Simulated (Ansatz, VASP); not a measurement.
## ZnS: VASP beside Ansatz

File POSCAR:

```
ZnS
1.0
    3.4918669901      0.0000000000      0.0000000000
   -1.7459334950      3.0240455200      0.0000000000
    0.0000000000      0.0000000000      7.4255569427
Zn S
2 2
Direct
    0.3333333333      0.6666666667      0.0000000000
    0.6666666667      0.3333333333      0.5000000000
    0.3333333333      0.6666666667      0.3850000000
    0.6666666667      0.3333333333      0.8850000000
```

INCAR.step1

```
SYSTEM = ZnS
PREC     = Accurate       ! precision mode
ENCUT    = 520            ! plane-wave cutoff, eV
ISMEAR   = 0              ! smearing method
SIGMA    = 0.05           ! smearing width, eV
LREAL    = .False.        ! projectors in reciprocal space
LASPH    = .True.         ! aspherical terms in the spheres
NELM     = 60             ! most SCF steps
NBANDS   = 26             ! bands
GGA      = PE             ! functional
ALGO     = Normal         ! electronic algorithm
EDIFF    = 1E-4           ! SCF threshold, eV
LWAVE    = .True.         ! write WAVECAR
LCHARG   = .False.        ! write CHGCAR
```

File INCAR.step2:

```
SYSTEM = ZnS
PREC     = Accurate       ! precision mode
ENCUT    = 520            ! plane-wave cutoff, eV
EDIFF    = 1E-6           ! SCF threshold, eV
ISMEAR   = 0              ! smearing method
SIGMA    = 0.05           ! smearing width, eV
LREAL    = .False.        ! projectors in reciprocal space
LASPH    = .True.         ! aspherical terms in the spheres
NELM     = 60             ! most SCF steps
ALGO     = Normal         ! electronic algorithm
ISIF     = 2              ! what is computed and relaxed
LWAVE    = .False.        ! write WAVECAR
LCHARG   = .False.        ! write CHGCAR
METAGGA  = R2SCAN         ! meta-GGA
LMIXTAU  = .True.       
NBANDS   = 26             ! bands
ISTART   = 1
```

Contents of KPOINTS:

```
regular mesh
0
Gamma
  12 12 4
  0 0 0
```

Input for Ansatz:

```yaml
crystal:
  lattice:
    - [3.4918669901, 0.0, 0.0]
    - [-1.745933495, 3.02404552, 0.0]
    - [0.0, 0.0, 7.4255569427]
  atoms:
    - { symbol: Zn, position: [0.3333333333, 0.6666666667, 0.0] }
    - { symbol: Zn, position: [0.6666666667, 0.3333333333, 0.5] }
    - { symbol: S, position: [0.3333333333, 0.6666666667, 0.385] }
    - { symbol: S, position: [0.6666666667, 0.3333333333, 0.885] }
basis:
  ecutwfc: 500
kpoints:
  mp_grid: { grid: [12, 12, 4] }
hamiltonian:
  xc: r2scan
scf:
  occupations: { method: gaussian, width: 0.05 }
output:
  forces: true
  stress: true
  eigenvalues: true
  write_density: true
  write_potential: true
  elf: true
  volumetric_format: npy
```

Alike in both runs: task single point; functional r2SCAN; k mesh 12 × 12 × 4; occupations gaussian, width 0.05 eV; no spin polarisation.

|  | VASP | Ansatz |
| --- | --- | --- |
| version | VASP 6.6.1 | Ansatz 0.2.0 |
| potentials or method | VASP PAW PBE potentials, release 64 (Zn, S), cutoff 520 eV | scalar-relativistic, plane waves, PAW |
| valence electrons in the cell | 36 | 36 |

VASP gave:

```
gap on the k mesh at the Fermi level (eV)                     : 1.26
least direct gap on the mesh (eV)                             : 1.26
pressure (GPa)                                                : 9.6
traceless stress, the component that is largest in VASP (GPa) : -18.77
rms of the force components (eV/Å)                            : 0.413
```

Question: What did Ansatz give for the same quantities?

Answer: gap on the k mesh at the Fermi level (eV): 1.27; least direct gap on the mesh (eV): 1.27; pressure (GPa): 9.5; traceless stress, the component that is largest in VASP (GPa): -18.58; rms of the force components (eV/Å): 0.411.

VASP's potentials were made for PBE, not for r2SCAN. Atom by atom the forces differ by 0.002 eV/Å (rms over components). With one functional, cell and mesh, what is left measures potentials, basis and numerics.
